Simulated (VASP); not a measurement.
# Zn7O (P3m1) in VASP: relaxation of shape and atoms at fixed volume with PBE

Aim: the relaxation of shape and atoms at fixed volume of Zn7O with PBE.

Everything below comes from runs of VASP 6.6.1. Logs are shortened: lines on timing, memory, paths and dates and some standing lists are left out, and cuts for length are marked.

**1. The cell of the first run**

The structure is trigonal, space group P3m1 (No. 156). The conventional cell has a = 3.062 Å, b = 3.062 Å, c = 15.511 Å, α = 90.00°, β = 90.00°, γ = 120.00°. Zn (site symmetry 3m) has 12 Zn at 2.72 to 3.06 Å within 3.6 Å. Within 3.5 Å of Zn (site symmetry 3m) lie 12 Zn at 2.67 to 3.06 Å. Within 3.6 Å of Zn (site symmetry 3m) lie 12 Zn at 2.73 to 3.06 Å. Within 3.6 Å of Zn (site symmetry 3m) lie 12 Zn at 2.73 to 3.06 Å. Within 2.6 Å of Zn (site symmetry 3m) lie 1 O at 1.95 Å. Within 2.7 Å of Zn (site symmetry 3m) lie 3 O at 2.02 Å. Zn (site symmetry 3m) has 12 Zn at 2.76 to 3.06 Å and 1 O at 3.18 Å within 3.6 Å. O (site symmetry 3m) has 4 Zn at 1.95 to 2.02 Å within 2.6 Å.

**2. Relaxation of shape and atoms at fixed volume, PBE (volume scaled by 1.06)**

Input file INCAR:

```
SYSTEM = Zn7O
ALGO     = Normal         ! electronic algorithm
EDIFF    = 1E-7           ! SCF threshold, eV
EDIFFG   = -0.01          ! ionic threshold
ENCUT    = 600            ! plane-wave cutoff, eV
GGA      = PE             ! functional
GGA_COMPAT= .False.      
IBRION   = 2              ! ionic algorithm
ISIF     = 4              ! what is computed and relaxed
ISMEAR   = 0              ! smearing method
LASPH    = .True.         ! aspherical terms in the spheres
LCHARG   = .False.        ! write CHGCAR
LREAL    = .False.        ! projectors in reciprocal space
LWAVE    = .False.        ! write WAVECAR
NELM     = 120            ! most SCF steps
NELMIN   = 4            
NSW      = 50             ! ionic steps
PREC     = Accurate       ! precision mode
SIGMA    = 0.1            ! smearing width, eV
```

Input file KPOINTS:

```
k-points
0
Gamma
  12 12 2
  0 0 0
```

Input file POSCAR:

```
Zn7O
1.0
    3.0621230151      0.0000000000      0.0000000000
   -1.5310615075      2.6518763206      0.0000000000
    0.0000000000      0.0000000000     15.5110423052
Zn O
7 1
Direct
    0.3333333333      0.6666666667      0.7340232259
    0.6666666667      0.3333333333      0.8672677318
    0.3333333333      0.6666666667      0.4640092459
    0.0000000000      0.0000000000      0.5983993221
    0.0000000000      0.0000000000     -0.0039841195
    0.3333333333      0.6666666667      0.1849998218
    0.0000000000      0.0000000000      0.3273099465
    0.0000000000      0.0000000000      0.1219748256
```

Potentials or basis: VASP PAW PBE potentials, release 64 (Zn, O).

The run is started by

```bash
$ cat potpaw_PBE.64/Zn/POTCAR potpaw_PBE.64/O/POTCAR > POTCAR
$ mpirun -np 1 vasp_std > vasp.out
```

OUTCAR:

```text
SYSTEM = Zn7O
   EDIFF = 1E-7
   EDIFFG = -0.01
   ENCUT = 600
   GGA = PE
   IBRION = 2
   ISIF = 4
   ISMEAR = 0
   LASPH = .True.
   LREAL = .False.
   NELM = 120
   NELMIN = 4
   NSW = 50
   PREC = Accurate

 ion  position               nearest neighbor table
   1  0.333  0.667  0.734-   2 2.72   2 2.72   2 2.72   4 2.75   4 2.75   4 2.75
   2  0.667  0.333  0.867-   5 2.67   5 2.67   5 2.67   1 2.72   1 2.72   1 2.72
   3  0.333  0.667  0.464-   4 2.73   4 2.73   4 2.73   7 2.76   7 2.76   7 2.76
   4  0.000  0.000  0.598-   3 2.73   3 2.73   3 2.73   1 2.75   1 2.75   1 2.75
   5  0.000  0.000  0.996-   8 1.95   2 2.67   2 2.67   2 2.67
   6  0.333  0.667  0.185-   8 2.02   8 2.02   8 2.02   7 2.83   7 2.83   7 2.83
   7  0.000  0.000  0.327-   3 2.76   3 2.76   3 2.76   6 2.83   6 2.83   6 2.83
   8  0.000  0.000  0.122-   5 1.95   6 2.02   6 2.02   6 2.02

  LATTYP: Found a hexagonal cell.
 ALAT       =     3.0621230151
 C/A-ratio  =     5.0654536832

  Lattice vectors:

 A1 = (   3.0621230151,   0.0000000000,   0.0000000000)
 A2 = (  -1.5310615075,   2.6518763206,   0.0000000000)
 A3 = (   0.0000000000,   0.0000000000,  15.5110423052)

Analysis of symmetry for initial positions (statically):
=====================================================================
 Subroutine PRICEL returns:
 Original cell was already a primitive cell.

 Routine SETGRP: Setting up the symmetry group for a
 hexagonal supercell.

 Subroutine GETGRP returns: Found  6 space group operations
 (whereof  6 operations were pure point group operations)
 out of a pool of 24 trial point group operations.

The static configuration has the point symmetry C_3v.

Analysis of symmetry for dynamics (positions and initial velocities):
=====================================================================
 Subroutine PRICEL returns:
 Original cell was already a primitive cell.

 Routine SETGRP: Setting up the symmetry group for a
 hexagonal supercell.

 Subroutine GETGRP returns: Found  6 space group operations
 (whereof  6 operations were pure point group operations)
 out of a pool of 24 trial point group operations.

The dynamic configuration has the point symmetry C_3v.

 Subroutine INISYM returns: Found  6 space group operations
 (whereof  6 operations are pure point group operations),
 and found     1 'primitive' translations

----------------------------------------------------------------------------------------

                                     Primitive cell

  volume of cell :     125.9554

  direct lattice vectors                    reciprocal lattice vectors
     3.062123015  0.000000000  0.000000000     0.326570812  0.188545746  0.000000000
    -1.531061508  2.651876321  0.000000000     0.000000000  0.377091493  0.000000000
     0.000000000  0.000000000 15.511042305     0.000000000  0.000000000  0.064470200

  length of vectors
     3.062123015  3.062123015 15.511042305     0.377091493  0.377091493  0.064470200

  position of ions in fractional coordinates (direct lattice)
     0.333333333  0.666666667  0.734023226
     0.666666667  0.333333333  0.867267732
     0.333333333  0.666666667  0.464009246
     0.000000000  0.000000000  0.598399322
     0.000000000  0.000000000  0.996015881
     0.333333333  0.666666667  0.184999822
     0.000000000  0.000000000  0.327309947
     0.000000000  0.000000000  0.121974826

  ion indices of the primitive-cell ions
   primitive index   ion index
                 1           1
                 2           2
                 3           3
                 4           4
                 5           5
                 6           6
                 7           7
                 8           8

----------------------------------------------------------------------------------------

 KPOINTS: k-points

Automatic generation of k-mesh.
 Grid dimensions read from file:
 generate k-points for:   12   12    2

 Generating k-lattice:

  Cartesian coordinates                     Fractional coordinates (reciprocal lattice)
     0.027214234  0.015712146  0.000000000     0.083333333  0.000000000  0.000000000
     0.000000000  0.031424291  0.000000000     0.000000000  0.083333333  0.000000000
     0.000000000  0.000000000  0.032235100     0.000000000  0.000000000  0.500000000

  Length of vectors
     0.031424291  0.031424291  0.032235100

  Shift w.r.t. Gamma in fractional coordinates (k-lattice)
     0.000000000  0.000000000  0.000000000

 Subroutine IBZKPT returns following result:
 ===========================================

 Found     38 irreducible k-points:

 Following reciprocal coordinates:
            Coordinates               Weight
  0.000000  0.000000  0.000000      1.000000
  0.083333  0.000000  0.000000      6.000000
  0.166667  0.000000  0.000000      6.000000
  0.250000 -0.000000  0.000000      6.000000
  0.333333  0.000000  0.000000      6.000000
  0.416667  0.000000  0.000000      6.000000
[... 16 lines left out ...]
  0.250000 -0.000000  0.500000      6.000000
  0.333333  0.000000  0.500000      6.000000
 [... further k-points ...]
   k-points           NKPTS =     38   k-points in BZ     NKDIM =     38   number of bands    NBANDS=     54
   number of dos      NEDOS =    301   number of ions     NIONS =      8
   total plane-waves  NPLWV =  72576
   dimension x,y,z NGX =    24 NGY =   24 NGZ =  126
   dimension x,y,z NGXF=    48 NGYF=   48 NGZF=  252
   ions per type =               7   1
   NGX,Y,Z   is equivalent  to a cutoff of  13.03, 13.03, 13.50 a.u.
   NGXF,Y,Z  is equivalent  to a cutoff of  26.06, 26.06, 27.01 a.u.
 SYSTEM =  Zn7O
   PREC   = accura    normal or accurate (medium, high low for compatibility)
   ISTART =      0    job   : 0-new  1-cont  2-samecut
   ICHARG =      2    charge: 1-file 2-atom 10-const
   ISPIN  =      1    spin polarized calculation?
   LNONCOLLINEAR =      F non collinear calculations
   LSORBIT =      F    spin-orbit coupling
   LASPH  =      T    aspherical Exc in radial PAW
   ENCUT  =  600.0 eV  44.10 Ry    6.64 a.u.   6.12  6.12 30.98*2*pi/ulx,y,z
   NELM   =    120;   NELMIN=  4; NELMDL= -5     # of ELM steps
   EDIFF  = 0.1E-06   stopping-criterion for ELM
   LREAL  =      F    real-space projection
   EDIFFG = -.1E-01   stopping-criterion for IOM
   NSW    =     50    number of steps for IOM
   IBRION =      2    ionic relax: 0-MD 1-quasi-New 2-CG
   NFREE  =      1    steps in history (QN), initial steepest desc. (CG)
   ISIF   =      4    stress and relaxation
   ISYM   =      2    0-nonsym 1-usesym 2-fastsym
   POTIM  = 0.5000    time-step for ionic-motion
   TEBEG  =    0.0;   TEEND  =   0.0 temperature during run
   PSTRESS=    0.0 pullay stress
   NELECT =      90.0000    total number of electrons
   NUPDOWN=      -1.0000    fix difference up-down
   EMIN   =  10.00;   EMAX   =-10.00  energy-range for DOS
   EFERMI =   0.00;   METHOD = LEGACY
   ISMEAR =     0;   SIGMA  =   0.10  broadening in eV -4-tet -1-fermi 0-gaus
   EFERMI_NEDOS =   21; number of points for ismear=-14 and -15
   IALGO  =     38    algorithm
   IMIX   =      4    mixing-type and parameters
     AMIX     =   0.40;   BMIX     =  1.00
     AMIX_MAG =   1.60;   BMIX_MAG =  1.00
  volume/ion in A,a.u.               =      15.74       106.25
  Fermi-wavevector in a.u.,A,eV,Ry     =   1.463581  2.765767 29.144615  2.142069
  Thomas-Fermi vector in A             =   2.579659
   LORBIT       =      0    0 simple, 1 ext, 2 COOP (PROOUT), +10 PAW based schemes
   GGA     = PE    functional components
   LHFCALC =     F    Hartree Fock is set to
   AEXX    =    0.0000 exact exchange contribution
   IVDW    =     0    specifies the selected vdW correction
   LEPSILON=     F    determine dielectric tensor
   LRPA    =     F    only Hartree local field effects (RPA)
 conjugate gradient relaxation of ions
 non-spin polarized calculation
 Gauss-broadening in eV      SIGMA  =   0.10
  energy-cutoff  :      600.00
  volume of cell :      125.96
 maximum number of plane-waves:      4248
   NGX = 13   NGY = 13   NGZ = 61

--------------------------------------- Ionic step        1  -------------------------------------------

 number of electron      90.0000093 magnetization

 Free energy of the ion-electron system (eV)
  ---------------------------------------------------
  ext. energy  EPLUGINS =         0.00000000
  ---------------------------------------------------
  free energy    TOTEN  =       -14.61017451 eV

  energy without entropy =      -14.60265790  energy(sigma->0) =      -14.60641620

------------------------ aborting loop because EDIFF is reached ----------------------------------------

  FORCE on cell =-STRESS in cart. coord.  units (eV):
  Direction    XX          YY          ZZ          XY          YZ          ZX
  --------------------------------------------------------------------------------------
  -------------------------------------------------------------------------------------
  Total       -2.3212929     -2.3212929     -2.9467557     -0.0000000      0.0000000      0.0000000
  in kB      -29.5272933    -29.5272933    -37.4833007     -0.0000000      0.0000000      0.0000000
  external PRESSURE =     -32.1792958 kB  Pullay stress =       0.0000000 kB
[... 237 lines left out ...]
  energy  without entropy=      -14.6066328802  energy(sigma->0) =      -14.60969625

--------------------------------------- Ionic step        7  -------------------------------------------

 number of electron      90.0000085 magnetization

 Free energy of the ion-electron system (eV)
  ---------------------------------------------------
  ext. energy  EPLUGINS =         0.00000000
  ---------------------------------------------------
  free energy    TOTEN  =       -14.61277773 eV

  energy without entropy =      -14.60668337  energy(sigma->0) =      -14.60973055

 E-fermi :   2.3844     XC(G=0): -10.9762

 val. band max:        2.2805657976   @ k =   0.4167   0.1667   0.5000
 cond. band min:       2.3846838650   @ k =   0.3333   0.3333   0.5000
 fundamental gap:      0.1041180673
 Fermi energy:         2.3843648938

 k-point     1 :       0.0000    0.0000    0.0000
  band No.  band energies     occupation
      1     -16.8097      2.00000
      2      -6.9481      2.00000
      3      -6.6289      2.00000
      4      -5.6571      2.00000
      5      -5.6039      2.00000
      6      -5.4963      2.00000
[... 1357 lines left out ...]
     53       9.0708      0.00000
     54       9.3933      0.00000

 [... further k-points ...]

------------------------ aborting loop because EDIFF is reached ----------------------------------------

  FORCE on cell =-STRESS in cart. coord.  units (eV):
  Direction    XX          YY          ZZ          XY          YZ          ZX
  --------------------------------------------------------------------------------------
  -------------------------------------------------------------------------------------
  Total       -2.3040701     -2.3040701     -2.3039509     -0.0000000      0.0000000      0.0000000
  in kB      -29.3082162    -29.3082162    -29.3067001     -0.0000000      0.0000000      0.0000000
  external PRESSURE =     -29.3077108 kB  Pullay stress =       0.0000000 kB
[... 23 lines left out ...]
  FREE ENERGIE OF THE ION-ELECTRON SYSTEM (eV)
  ---------------------------------------------------
  free  energy   TOTEN  =       -14.6127777251 eV

  energy  without entropy=      -14.6066833705  energy(sigma->0) =      -14.60973055

 reached required accuracy - stopping structural energy minimisation
```

It took 9.1 min on 1 thread of Intel Xeon 6975P-C (Granite Rapids), shared host; peak memory 0.4 GiB.

What came out:

```yaml
Free_energy: -14.6128 eV
Energy_gained_by_relaxing: 0.3 meV/atom
Ionic_steps: 7
Pressure_after_relaxing: -2.9 GPa
Largest_force_after_relaxing: 0.008 eV/Å
Band_gap_on_the_k_mesh: zero (band 45 reaches 3.33 eV, above the bottom of band 46 at 1.80 eV)
```

Forces on the atoms (eV/Å):
```
Zn   0.000  0.000  0.004
Zn   0.000  0.000  0.005
Zn   0.000  0.000  0.002
Zn   0.000  0.000  0.001
Zn   0.000  0.000 -0.002
Zn   0.000  0.000  0.000
Zn   0.000  0.000 -0.002
O    0.000  0.000 -0.008
```

Step by step:
```csv
step,energy change (eV),largest force (eV/Å),pressure (GPa),volume (Å³)
1,0.0000,0.1447,-3.22,125.96
2,-0.0021,0.0580,-3.06,125.96
3,-0.0024,0.0576,-2.94,125.96
4,-0.0026,0.0109,-2.92,125.96
5,-0.0026,0.0126,-2.93,125.96
6,-0.0026,0.0143,-2.93,125.96
7,-0.0026,0.0081,-2.93,125.96
```

Final structure:
```cif
data_structure
_symmetry_space_group_name_H-M 'P 1'
_symmetry_Int_Tables_number 1
_cell_length_a 3.0691
_cell_length_b 3.0691
_cell_length_c 15.4403
_cell_angle_alpha 90.000
_cell_angle_beta 90.000
_cell_angle_gamma 120.000
_cell_volume 125.96
loop_
_atom_site_label
_atom_site_type_symbol
_atom_site_fract_x
_atom_site_fract_y
_atom_site_fract_z
_atom_site_occupancy
Zn1 Zn 0.33333 0.66667 0.73406 1
Zn2 Zn 0.66667 0.33333 0.86747 1
Zn3 Zn 0.33333 0.66667 0.46407 1
Zn4 Zn 0.00000 0.00000 0.59840 1
Zn5 Zn 0.00000 0.00000 0.99610 1
Zn6 Zn 0.33333 0.66667 0.18421 1
Zn7 Zn 0.00000 0.00000 0.32727 1
O1 O 0.00000 0.00000 0.12241 1
```

Levels at points of the mesh, in eV from the Fermi level:
```
           k point  band 42  band 43  band 44  band 45  band 46  band 47  band 48  band 49
(0.00, 0.00, 0.00)    -4.29    -1.84    -1.84    -1.52     0.33     3.71     4.00     7.97
(0.50, 0.00, 0.00)    -2.71    -2.67    -2.12    -1.61    -0.59    -0.19     1.13     1.59
(0.00, 0.00, 0.50)    -2.86    -2.69    -1.84    -1.84     1.53     1.95     5.75     6.46
(0.50, 0.00, 0.50)    -2.67    -2.55    -2.23    -1.59    -0.54    -0.23     0.97     1.89
```

Caveat: the cell differs from its parent crystal (volume scaled by 1.06).
